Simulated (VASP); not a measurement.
# Li (R-3m) in VASP: a series of runs

Runs on Li. Level: LDA. Tasks: single point.

All numbers are computed with VASP 6.6.1; they aren't measurements. Logs are shortened: lines on timing, memory, paths and dates and some standing lists are left out, and cuts for length are marked.

### 1 The cell of the first run

Symmetry: R-3m, No. 166, trigonal system. The conventional cell has a = 3.059 Å, b = 3.059 Å, c = 22.457 Å, α = 90.00°, β = 90.00°, γ = 120.00°. Within 4.0 Å of Li (site symmetry -3m) lie 12 Li at 3.06 Å. Li (site symmetry 3m) has 12 Li at 3.05 to 3.06 Å within 4.0 Å.

### 2 Single point, LDA (volume scaled by 0.96)

The input, INCAR:

```
SYSTEM = Li
ALGO = Normal
EDIFF = 1E-7
ENCUT = 520
ISIF = 2
ISMEAR = -1
LASPH = .True.
LCHARG = .True.
LELF = .True.
LREAL = .False.
LVHAR = .True.
LWAVE = .False.
NBANDS = 12
NELM = 100
PREC = Accurate
SIGMA = 0.08
```

The input, KPOINTS:

```
k-points
0
Gamma
  12 12 12
  0 0 0
```

The input, POSCAR:

```
Li
1.0
    1.5295437082      0.8830824716      7.4857428335
   -1.5295437082      0.8830824716      7.4857428335
    0.0000000000     -1.7661649434      7.4857428335
Li
3
Direct
    0.0000000000      0.0000000000      0.0000000000
    0.2220000000      0.2220000000      0.2220000000
    0.7780000000      0.7780000000      0.7780000000
```

Potentials or basis: VASP PAW LDA potentials, release 64 (Li_sv).

Run with:

```bash
> cat potpaw_LDA.64/Li_sv/POTCAR > POTCAR
> mpirun -np 1 vasp_std > vasp.out
```

OUTCAR:

```text
SYSTEM = Li
   EDIFF = 1E-7
   ENCUT = 520
   ISIF = 2
   ISMEAR = -1
   LASPH = .True.
   LREAL = .False.
   NELM = 100
   PREC = Accurate

 ion  position               nearest neighbor table
   1  0.000  0.000  0.000-
   2  0.222  0.222  0.222-
   3  0.778  0.778  0.778-

  LATTYP: Found a trigonal (rhomboedric) cell.
 ALAT       =     7.6912732611
 COS(alpha) =     0.9209034946

  Lattice vectors:

 A1 = (   1.5295437082,   0.8830824716,   7.4857428335)
 A2 = (  -1.5295437082,   0.8830824716,   7.4857428335)
 A3 = (   0.0000000000,  -1.7661649434,   7.4857428335)

Analysis of symmetry for initial positions (statically):
=====================================================================
 Subroutine PRICEL returns:
 Original cell was already a primitive cell.

 Routine SETGRP: Setting up the symmetry group for a
 trigonal (rhombohedral) supercell.

 Subroutine GETGRP returns: Found 12 space group operations
 (whereof 12 operations were pure point group operations)
 out of a pool of 12 trial point group operations.

The static configuration has the point symmetry D_3d.

Analysis of symmetry for dynamics (positions and initial velocities):
=====================================================================
 Subroutine PRICEL returns:
 Original cell was already a primitive cell.

 Routine SETGRP: Setting up the symmetry group for a
 trigonal (rhombohedral) supercell.

 Subroutine GETGRP returns: Found 12 space group operations
 (whereof 12 operations were pure point group operations)
 out of a pool of 12 trial point group operations.

The dynamic configuration has the point symmetry D_3d.

 Subroutine INISYM returns: Found 12 space group operations
 (whereof 12 operations are pure point group operations),
 and found     1 'primitive' translations

----------------------------------------------------------------------------------------

                                     Primitive cell

  volume of cell :      60.6666

  direct lattice vectors                    reciprocal lattice vectors
     1.529543708  0.883082472  7.485742833     0.326894875  0.188732844  0.044529092
    -1.529543708  0.883082472  7.485742833    -0.326894875  0.188732844  0.044529092
     0.000000000 -1.766164943  7.485742833     0.000000000 -0.377465689  0.044529092

  length of vectors
     7.691273261  7.691273261  7.691273261     0.380083131  0.380083131  0.380083131

  position of ions in fractional coordinates (direct lattice)
     0.000000000  0.000000000  0.000000000
     0.222000000  0.222000000  0.222000000
     0.778000000  0.778000000  0.778000000

  ion indices of the primitive-cell ions
   primitive index   ion index
                 1           1
                 2           2
                 3           3

[... 88 lines left out ...]
   IALGO  =     38    algorithm
   IMIX   =      4    mixing-type and parameters
     AMIX     =   0.40;   BMIX     =  1.00
     AMIX_MAG =   1.60;   BMIX_MAG =  1.00
  volume/ion in A,a.u.               =      20.22       136.47
  Fermi-wavevector in a.u.,A,eV,Ry     =   0.866641  1.637714 10.218882  0.751067
  Thomas-Fermi vector in A             =   1.985059
   LORBIT       =      0    0 simple, 1 ext, 2 COOP (PROOUT), +10 PAW based schemes
   GGA     = CA    functional components
   LHFCALC =     F    Hartree Fock is set to
   AEXX    =    0.0000 exact exchange contribution
   IVDW    =     0    specifies the selected vdW correction
   LEPSILON=     F    determine dielectric tensor
   LRPA    =     F    only Hartree local field effects (RPA)
 non-spin polarized calculation
  energy-cutoff  :      520.00
  volume of cell :       60.67
 maximum number of plane-waves:      1659
 NGX is ok and might be reduce to    60
   NGX = 29   NGY = 29   NGZ = 29

 number of electron       9.0000009 magnetization

 Free energy of the ion-electron system (eV)
  ---------------------------------------------------
  ext. energy  EPLUGINS =         0.00000000
  ---------------------------------------------------
  free energy    TOTEN  =        -6.14759763 eV

  energy without entropy =       -6.11786485  energy(sigma->0) =       -6.13273124

 E-fermi :   0.5906     XC(G=0):  -7.1499

 val. band max:        0.5865012929   @ k =   0.5000   0.5000   0.5000
 cond. band min:       0.6087354870   @ k =  -0.2500   0.3333   0.2500
 fundamental gap:      0.0222341941
 Fermi energy:         0.5906307078

 k-point     1 :       0.0000    0.0000    0.0000
  band No.  band energies     occupation
      1     -45.0222      2.00000
      2     -45.0074      2.00000
      3     -45.0022      2.00000
      4      -2.8909      2.00000
      5      -0.9619      2.00000
      6      -0.9619      2.00000
      7       6.2942      0.00000
      8       6.3215      0.00000
      9      13.2277      0.00000
     10      13.2277      0.00000
     11      13.3588      0.00000
     12      13.3588      0.00000
[... 331 lines left out ...]
 k-point    24 :      -0.4167    0.1667   -0.0000
  band No.  band energies     occupation
      1     -45.0031      2.00000
      2     -44.9942      2.00000
      3     -44.9920      2.00000
      4       0.9690      0.01751
      5       1.7749      0.00000
      6       2.0500      0.00000
      7       4.2650      0.00000
      8       4.5198      0.00000
      9       5.1051      0.00000
     10       6.9831      0.00000
     11       7.5461      0.00000
     12       9.1961      0.00000

 [... further k-points ...]

------------------------ aborting loop because EDIFF is reached ----------------------------------------

  FORCE on cell =-STRESS in cart. coord.  units (eV):
  Direction    XX          YY          ZZ          XY          YZ          ZX
  --------------------------------------------------------------------------------------
  -------------------------------------------------------------------------------------
  Total       -0.3369817     -0.3369817     -0.4052030      0.0000000      0.0000000      0.0000000
  in kB       -8.8995397     -8.8995397    -10.7012364      0.0000000      0.0000000      0.0000000
  external PRESSURE =      -9.5001053 kB  Pullay stress =       0.0000000 kB

 VOLUME and BASIS-vectors are now :
 -----------------------------------------------------------------------------
  energy-cutoff  :      520.00
  volume of cell :       60.67
      direct lattice vectors                 reciprocal lattice vectors
     1.529543708  0.883082472  7.485742833     0.326894875  0.188732844  0.044529092
    -1.529543708  0.883082472  7.485742833    -0.326894875  0.188732844  0.044529092
     0.000000000 -1.766164943  7.485742833     0.000000000 -0.377465689  0.044529092

 POSITION                                       TOTAL-FORCE (eV/Angst)
 -----------------------------------------------------------------------------------
      0.00000      0.00000      0.00000         0.000000     -0.000000      0.000000
      0.00000     -0.00000      4.98550         0.000000     -0.000000      0.009432
      0.00000     -0.00000     17.47172         0.000000      0.000000     -0.009432
 -----------------------------------------------------------------------------------
    total drift:                               -0.000000     -0.000000      0.000000

  FREE ENERGIE OF THE ION-ELECTRON SYSTEM (eV)
  ---------------------------------------------------
  free  energy   TOTEN  =        -6.1475976344 eV

  energy  without entropy=       -6.1178648479  energy(sigma->0) =       -6.13273124
```

Wall time 3.9 min (1 thread of Intel Xeon 6975P-C (Granite Rapids), shared host); peak memory 0.38 GiB.

Results:

```yaml
Free_energy: -6.1476 eV
Largest_force: 0.009 eV/Å
```

Forces in eV/Å, atoms in the order of the input:
```
Li   0.000  0.000  0.000
Li   0.000  0.000  0.009
Li   0.000  0.000 -0.009
```

Caveat: the cutoff is under 1.25 times the usual one of these potentials, so pressure, stress and relaxed cells hold a basis-set (Pulay) error.

### 3 Single point, LDA (zz strain of -2 %)

The input, INCAR:

```
PREC = Accurate
ENCUT = 520
EDIFF = 1E-6
ISMEAR = -1
SIGMA = 0.08
LREAL = False
LASPH = True
NELM = 60
ALGO = Normal
ISIF = 2
LWAVE = False
LCHARG = True
GGA = CA
LELF = True
LVHAR = True
NBANDS = 12
```

The input, KPOINTS:

```
regular mesh
0
Gamma
  12 12 12
```

The input, POSCAR:

```
Li
1.0
    1.5504989657      0.8951809952      7.4365340000
   -1.5504989657      0.8951809952      7.4365340000
    0.0000000000     -1.7903619905      7.4365340000
Li
3
Direct
    0.0000000000      0.0000000000      0.0000000000
    0.2220000000      0.2220000000      0.2220000000
    0.7780000000      0.7780000000      0.7780000000
```

Potentials or basis: VASP PAW LDA potentials, release 64 (Li_sv).

Run with:

```bash
> cat potpaw_LDA.64/Li_sv/POTCAR > POTCAR
> mpirun -np 1 vasp_std > vasp.out
```

It took 3.9 min on 1 thread of Intel Xeon 6975P-C (Granite Rapids), shared host; peak memory 0.38 GiB.

The run converged. Its results:

| Quantity | Value |
| --- | --- |
| Free energy | -6.1397 eV |
| Largest force | 0.009 eV/Å |

Forces in eV/Å, atoms in the order of the input:
```
Li   0.000  0.000  0.000
Li   0.000  0.000  0.009
Li   0.000  0.000 -0.009
```

Levels at points of the mesh, in eV from the Fermi level:
```tsv
k point	band 2	band 3	band 4	band 5	band 6	band 7	band 8	band 9
(0.00, 0.00, 0.00)	-45.64	-45.63	-3.46	-1.49	-1.49	5.86	5.89	12.24
(0.50, 0.00, 0.00)	-45.63	-45.62	-0.09	0.79	1.02	3.70	3.81	4.45
(0.50, 0.50, 0.00)	-45.63	-45.62	0.21	0.30	1.13	3.17	4.37	5.53
(0.50, 0.50, 0.50)	-45.64	-45.63	-2.96	-2.96	0.11	3.08	10.67	10.73
```

Caveat: the cell differs from its parent crystal (zz strain of -2 %); the cutoff is under 1.25 times the usual one of these potentials, so pressure, stress and relaxed cells hold a basis-set (Pulay) error.

### 4 Single point, LDA (volume scaled by 0.99)

The input, INCAR:

```
ALGO = Normal ; EDIFF = 1E-6
ENCUT = 520 ; ISIF = 2
ISMEAR = -1 ; LASPH = T
LCHARG = T ; LELF = T
LREAL = F ; LVHAR = T
LWAVE = F ; NBANDS = 12
NELM = 60 ; PREC = Accurate
SIGMA = 0.08
```

The input, KPOINTS:

```
k-points
0
Gamma
  12 12 12
```

The input, POSCAR:

```
Li
1.0
    1.5453133117      0.8921870565      7.5629208807
   -1.5453133117      0.8921870565      7.5629208807
    0.0000000000     -1.7843741130      7.5629208807
Li
3
Direct
    0.0000000000      0.0000000000      0.0000000000
    0.2220000000      0.2220000000      0.2220000000
    0.7780000000      0.7780000000      0.7780000000
```

Run with:

```bash
> cat potpaw_LDA.64/Li_sv/POTCAR > POTCAR
> mpirun -np 1 vasp_std > vasp.out
```

Wall time 3.8 min (1 thread of Intel Xeon 6975P-C (Granite Rapids), shared host); peak memory 0.38 GiB.

It converged, with:

```
Free energy   : -6.1355 eV
Largest force : 0.009 eV/Å
```

Forces on the atoms (eV/Å):
```
Li   0.000  0.000  0.000
Li   0.000  0.000  0.009
Li   0.000  0.000 -0.009
```

Levels at points of the mesh, in eV from the Fermi level:
```
           k point  band 3  band 4  band 5  band 6  band 7  band 8
(0.00, 0.00, 0.00)  -45.65   -3.44   -1.54   -1.53    5.57    5.60
(0.50, 0.00, 0.00)  -45.64   -0.04    0.82    1.03    3.69    3.79
(0.50, 0.50, 0.00)  -45.64    0.25    0.33    1.15    3.19    4.33
(0.50, 0.50, 0.50)  -45.65   -2.96   -2.96    0.01    2.89   10.24
```

Caveat: the cutoff is under 1.25 times the usual one of these potentials, so pressure, stress and relaxed cells hold a basis-set (Pulay) error.

### 5 Overview

```csv
cell,gap on the mesh (eV),largest force (eV/Å)
"a = 7.691 Å, angles 22.9°, 3 atoms",none,0.01
"a = 7.649 Å, angles 23.4°, 3 atoms",none,0.01
"a = 7.771 Å, angles 22.9°, 3 atoms",none,0.01
```

Alike in all rows: task single point; level LDA; potentials or basis VASP PAW LDA potentials, release 64 (Li_sv); no spin polarisation; k mesh 12 × 12 × 12; cutoff (eV) 520; smearing fermi-dirac 0.08 eV.

Caveats: the cutoff is under 1.25 times the usual one of these potentials, so pressure, stress and relaxed cells hold a basis-set (Pulay) error.

Absolute energies hang on the potentials; compare differences alone.
